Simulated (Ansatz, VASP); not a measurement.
## One calculation of EuS, two programs

```xyz
2
Lattice="0.0000 3.0369 3.0369 3.0369 0.0000 3.0369 3.0369 3.0369 0.0000" Properties=species:S:1:pos:R:3 pbc="T T T"
Eu    0.0000    0.0000    0.0000
S     3.0369    3.0369    3.0369
```

Change from the starting cell: volume scaled by 1.06.

Alike in both runs: task single point; functional PBE; k mesh 10 × 10 × 10; occupations fermi-dirac, width 0.05 eV; collinear spin.

```csv
,VASP,Ansatz
version,VASP 6.6.1,Ansatz 0.2.0
potentials or method,"VASP PAW PBE potentials, release 64 (Eu, S), cutoff 600 eV","all-electron LAPW, scalar-relativistic"
```

```csv
,VASP,Ansatz,Ansatz less VASP
pressure (GPa),-4.8,-4.5,+0.36
net moment per atom (μB),3.50,3.50,+0.001
size of the moment on the site where the two differ most (μB),6.61,6.94,+0.329
```

Site moments also hang on the region over which each program counts them. Ansatz ran all-electron here, and VASP with PAW potentials.

Spin-orbit coupling is off throughout.
